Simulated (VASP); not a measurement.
**CO2: relaxation of cell and atoms with LDA**

Crystal: CO2.

```
C O
1.0
     4.69966    0.00000    0.00000
     0.00000    4.91498    0.00000
     0.00000    0.00000    2.12603
C O
2 4
Direct
  0.50000 0.50000 0.50000
  0.00000 0.00000 0.00000
  0.34339 0.36701 0.00000
  0.84339 0.13299 0.50000
  0.15661 0.86701 0.50000
  0.65661 0.63299 0.00000
```

```yaml
Program: VASP 6.6.1
Task: relaxation of cell and atoms
Functional: LDA
Potentials_or_basis: VASP PAW LDA potentials, release 64 (C, O)
Cutoff: 600 eV
k_mesh: 6 × 6 × 12
Occupations: gaussian, width 0.02 eV
Spin: no spin polarisation
Dipole_correction: no
Further_INCAR_settings: ALGO = Normal; EDIFF = 1e-06; IBRION = 2; EDIFFG = -0.01; NSW = 80; ISIF = 3
```

```yaml
Relaxed_volume: 7.94 Å³/atom
Relaxed_cell: a = 4.505 Å, b = 4.954 Å, c = 2.134 Å, α = 90.00°, β = 90.00°, γ = 90.00°
Space_group_after_relaxing_to_0.1_Å: Pnnm (No. 58)
Energy_gained_by_relaxing: 1.9 meV/atom
Ionic_steps: 39
Pressure_after_relaxing: 0.1 GPa
Largest_force_after_relaxing: 0.008 eV/Å
Band_gap_on_the_k_mesh: 0.87 eV (least direct gap 1.21 eV)
```

Forces in eV/Å, atoms in the order of the input:
```
C    0.000  0.000  0.000
C    0.000  0.000  0.000
O   -0.006  0.005  0.000
O   -0.006 -0.005  0.000
O    0.006  0.005  0.000
O    0.006 -0.005  0.000
```

Stress tensor (GPa, compression positive):
```
-0.04  0.00  0.00
 0.00  0.20  0.00
 0.00  0.00  0.00
```

Step by step:
| step | energy change (eV) | largest force (eV/Å) | pressure (GPa) | volume (Å³) |
| --- | --- | --- | --- | --- |
| 1 | 0.0000 | 0.2178 | 1.45 | 49.11 |
| 2 | 0.0112 | 0.4995 | -4.87 | 49.63 |
| 3 | -0.0029 | 0.0133 | -0.55 | 49.27 |
| 4 | -0.0035 | 0.1094 | -0.67 | 49.14 |
| 5 | -0.0035 | 0.0831 | -0.65 | 49.17 |
| 6 | -0.0041 | 0.0767 | -0.58 | 49.06 |
| 7 | -0.0055 | 0.0566 | -0.33 | 48.75 |
| 8 | -0.0063 | 0.0216 | 0.22 | 48.11 |
| 9 | -0.0064 | 0.0263 | 0.13 | 48.22 |
| 10 | -0.0064 | 0.0282 | 0.11 | 48.24 |
| 11 | -0.0063 | 0.0399 | -0.16 | 48.27 |
| 12 | -0.0064 | 0.0116 | -0.02 | 48.26 |
| 13 | -0.0064 | 0.0109 | -0.03 | 48.26 |
| 14 | -0.0065 | 0.0103 | -0.09 | 48.27 |
| 15 | -0.0066 | 0.0111 | -0.20 | 48.29 |
| 16 | -0.0067 | 0.0123 | -0.42 | 48.32 |
| 17 | -0.0067 | 0.0185 | -0.84 | 48.39 |
| 18 | -0.0067 | 0.0154 | -0.62 | 48.36 |
| 19 | -0.0067 | 0.0151 | -0.63 | 48.36 |
| 20 | -0.0068 | 0.0148 | -0.63 | 48.36 |
| 21 | -0.0068 | 0.0148 | -0.64 | 48.36 |
| 22 | -0.0068 | 0.0148 | -0.64 | 48.36 |
| 23 | -0.0069 | 0.0146 | -0.65 | 48.36 |
| 24 | -0.0070 | 0.0152 | -0.66 | 48.37 |
| 25 | -0.0073 | 0.0152 | -0.68 | 48.38 |
| 26 | -0.0078 | 0.0172 | -0.70 | 48.40 |
| 27 | -0.0086 | 0.0164 | -0.76 | 48.44 |
| 28 | -0.0088 | 0.0141 | -0.86 | 48.50 |
| 29 | -0.0091 | 0.0243 | -0.77 | 48.47 |
| 30 | -0.0094 | 0.0219 | -0.31 | 48.38 |
| 31 | -0.0095 | 0.0210 | -0.10 | 48.34 |
| 32 | -0.0098 | 0.0280 | -0.05 | 48.27 |
| 33 | -0.0105 | 0.0524 | 0.12 | 48.08 |
| 34 | -0.0110 | 0.1024 | 0.45 | 47.69 |
| 35 | -0.0112 | 0.0673 | 0.32 | 47.66 |
| 36 | -0.0113 | 0.0107 | 0.10 | 47.60 |
| 37 | -0.0113 | 0.0093 | 0.08 | 47.60 |
| 38 | -0.0113 | 0.0085 | 0.11 | 47.60 |
| 39 | -0.0113 | 0.0078 | 0.05 | 47.62 |

Final structure:
```yaml
crystal:
  lattice:
    - [4.50507, 0.00000, 0.00000]
    - [0.00000, 4.95411, 0.00000]
    - [0.00000, 0.00000, 2.13377]
  atoms:
    - { symbol: C, position: [0.50000, 0.50000, 0.50000] }
    - { symbol: C, position: [0.00000, 0.00000, 0.00000] }
    - { symbol: O, position: [0.32827, 0.37624, 0.00000] }
    - { symbol: O, position: [0.82827, 0.12376, 0.50000] }
    - { symbol: O, position: [0.17173, 0.87624, 0.50000] }
    - { symbol: O, position: [0.67173, 0.62376, 0.00000] }
```

Levels at points of the mesh, in eV from the valence-band top:
```csv
k point,band 14,band 15,band 16,band 17,band 18,band 19
"(0.00, 0.00, 0.00)",-1.33,0.00,0.00,5.11,5.67,6.05
"(0.50, 0.00, 0.00)",-2.22,-0.01,-0.01,5.04,5.04,7.48
"(0.00, 0.50, 0.00)",-2.86,0.00,0.00,5.51,5.51,7.23
"(0.50, 0.50, 0.00)",-2.26,-0.01,-0.01,5.04,5.04,7.14
"(0.00, 0.00, 0.50)",-1.44,-0.96,-0.96,1.99,1.99,5.68
"(0.50, 0.00, 0.50)",-0.79,-0.42,-0.42,0.96,0.96,6.12
"(0.00, 0.50, 0.50)",-0.89,-0.34,-0.34,0.87,0.87,5.91
"(0.50, 0.50, 0.50)",-1.62,-0.62,-0.62,1.96,1.96,5.80
```

Run time: 9.9 min on 1 thread of Intel(R) Xeon(R) 6975P-C (Granite Rapids), on a shared host, peak memory 0.23 GiB.

A k mesh can miss the band edges.
